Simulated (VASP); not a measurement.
**Bi: single point with PBE+D3(BJ)**

Bi:

```xyz
1
Lattice="-1.6704 2.1113 2.0966 1.6704 -2.1113 2.0966 1.6704 2.1113 -2.0966" Properties=species:S:1:pos:R:3 pbc="T T T"
Bi    0.0000    0.0000    0.0000
```

This cell differs from its parent crystal: strain +e along x and -e along y -0.1125, strain +e along z and -e/2 along x and y +0.0700.

```json
{"Program": "VASP 6.6.1", "Task": "single point", "Functional": "PBE", "Dispersion": "D3(BJ)", "Potentials or basis": "VASP PAW PBE potentials, release 64 (Bi_d)", "Cutoff": "520 eV", "k mesh": "16 × 16 × 16", "Occupations": "gaussian, width 0.15 eV", "Spin": "no spin polarisation"}
```

```yaml
Pressure: 2.3 GPa
Dispersion_energy_per_atom: -0.534 eV
```

Stress tensor (GPa, compression positive):
```
4.33 0.00 0.00
0.00 1.25 0.00
0.00 0.00 1.28
```

Levels at points of the mesh, in eV from the Fermi level:
```csv
k point,band 3,band 4,band 5,band 6,band 7,band 8,band 9,band 10,band 11,band 12
"(0.00, 0.00, 0.00)",-23.10,-23.10,-22.98,-14.02,4.26,4.28,6.91,8.43,9.23,10.76
"(0.50, 0.00, 0.00)",-23.07,-23.03,-22.94,-11.39,-5.75,3.94,5.57,8.71,9.67,10.64
"(0.00, 0.50, 0.00)",-23.02,-22.94,-22.93,-10.08,-5.29,1.09,2.24,5.33,6.63,11.59
"(0.50, 0.50, 0.00)",-23.03,-22.94,-22.93,-10.10,-5.31,1.14,2.33,5.40,6.72,11.37
"(0.50, 0.50, 0.50)",-22.95,-22.95,-22.91,-8.97,-3.19,-3.09,1.20,2.53,5.65,16.27
```

Run time: 120 s on 1 thread of Intel(R) Xeon(R) 6975P-C (Granite Rapids), on a shared host, peak memory 0.34 GiB.

Caveat: the cell differs from its parent crystal (strain +e along x and -e along y -0.1125, strain +e along z and -e/2 along x and y +0.0700); spin-orbit coupling is left out, which moves the levels of the heavy elements; pairwise dispersion overbinds metals, which lowers pressure and volume.
